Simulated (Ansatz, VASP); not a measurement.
# Ge: VASP beside Ansatz

File INCAR:

```
SYSTEM = Ge
ALGO = Normal ; EDIFF = 1E-6
ENCUT = 520 ; GGA = PE
ISIF = 2 ; ISMEAR = 0
LASPH = .True. ; LCHARG = .False.
LREAL = .False. ; LWAVE = .False.
NBANDS = 21 ; NELM = 80
PREC = Accurate ; SIGMA = 0.15
```

The input KPOINTS:

```
k-points
0
Gamma
  14 14 14
  0 0 0
```

The input POSCAR:

```
Ge
1.0
    0.0000000000      2.8712015500      2.9136331000
    2.8712015500      0.0000000000      2.9136331000
    2.8712015500      2.8712015500      0.0000000000
Ge
2
Direct
    0.5000000000      0.5000000000      0.5000000000
    0.7500000000      0.7500000000      0.7500000000
```

Input for Ansatz:

```yaml
crystal:
  lattice:
    - [0.0, 2.87120155, 2.9136331]
    - [2.87120155, 0.0, 2.9136331]
    - [2.87120155, 2.87120155, 0.0]
  atoms:
    - { symbol: Ge, position: [0.5, 0.5, 0.5] }
    - { symbol: Ge, position: [0.75, 0.75, 0.75] }
basis:
  ecutwfc: 420
kpoints:
  mp_grid: { grid: [14, 14, 14] }
hamiltonian:
  xc: pbe
scf:
  occupations: { method: gaussian, width: 0.15 }
output:
  forces: true
  stress: true
  eigenvalues: true
```

Change from the starting cell: strain +0.015 along x and y, +0.030 along z, atoms carried along.

Alike in both runs: task single point; functional PBE; k mesh 14 × 14 × 14; occupations gaussian, width 0.15 eV; no spin polarisation.

```csv
,VASP,Ansatz
version,VASP 6.6.1,Ansatz 0.2.0
potentials or method,"VASP PAW PBE potentials, release 64 (Ge_d), cutoff 520 eV","scalar-relativistic, plane waves, PAW"
valence electrons in the cell,28,28
```

|  | VASP | Ansatz | Ansatz less VASP |
| --- | --- | --- | --- |
| gap on the k mesh at the Fermi level (eV) | none | none | - |
| pressure (GPa) | -0.4 | -0.3 | +0.11 |
| traceless stress, the component that is largest in VASP (GPa) | -0.66 | -0.66 | +0.003 |

A gap of «none» marks a metal or a gap that the smearing closes.
